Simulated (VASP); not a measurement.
A run of VASP 6.6.1 is set up as follows.

Contents of POSCAR:

```
Ge
1.0
    0.0000000000      2.8266548256      2.8266548256
    2.8266548256      0.0000000000      2.8266548256
    2.8266548256      2.8266548256      0.0000000000
Ge
2
Direct
    1.0000000000      1.0000000000      1.0000000000
    0.2500000000      0.2500000000      0.2500000000
```

File INCAR.step1:

```
PREC = Accurate
ENCUT = 550
ISMEAR = -1
SIGMA = 0.05
LREAL = False
LASPH = True
NELM = 120
NBANDS = 21
GGA = PE
ALGO = Normal
EDIFF = 1E-5
LWAVE = True
LCHARG = False
GGA_COMPAT = False
```

File INCAR.step2:

```
PREC = Accurate
ENCUT = 550
EDIFF = 1E-6
ISMEAR = -1
SIGMA = 0.05
LREAL = False
LASPH = True
NELM = 120
ALGO = Normal
ISIF = 2
LWAVE = False
LCHARG = False
METAGGA = R2SCAN
LMIXTAU = True
IVDW = 12
VDW_S6 = 1.0
VDW_S8 = 0.78981345
VDW_A1 = 0.49484001
VDW_A2 = 5.73083694
NBANDS = 21
ISTART = 1
GGA_COMPAT = False
```

The input KPOINTS:

```
Automatic mesh
0
Gamma
  5 5 5
```

Potentials or basis: VASP PAW PBE potentials, release 64 (Ge_d).

Run with:

```bash
$ cat potpaw_PBE.64/Ge_d/POTCAR > POTCAR
$ cp INCAR.step1 INCAR
$ mpirun -np 1 vasp_std > vasp.out
$ cp INCAR.step2 INCAR
$ mpirun -np 1 vasp_std > vasp.out
```

Q: Predict the dispersion energy per atom.

A: -0.139 eV.

Q: Estimate the pressure.

A: -0.1 GPa.

Q: Predict the band gap on the k mesh.

A: 0.43 eV.

Caveat: three body term missing; semilocal functionals underestimate gaps, and a narrow one can read as zero; the PAW data sets were made with another functional, which shifts forces and pressure a little; an odd mesh through Γ misses points on the zone boundary, where band edges can lie.
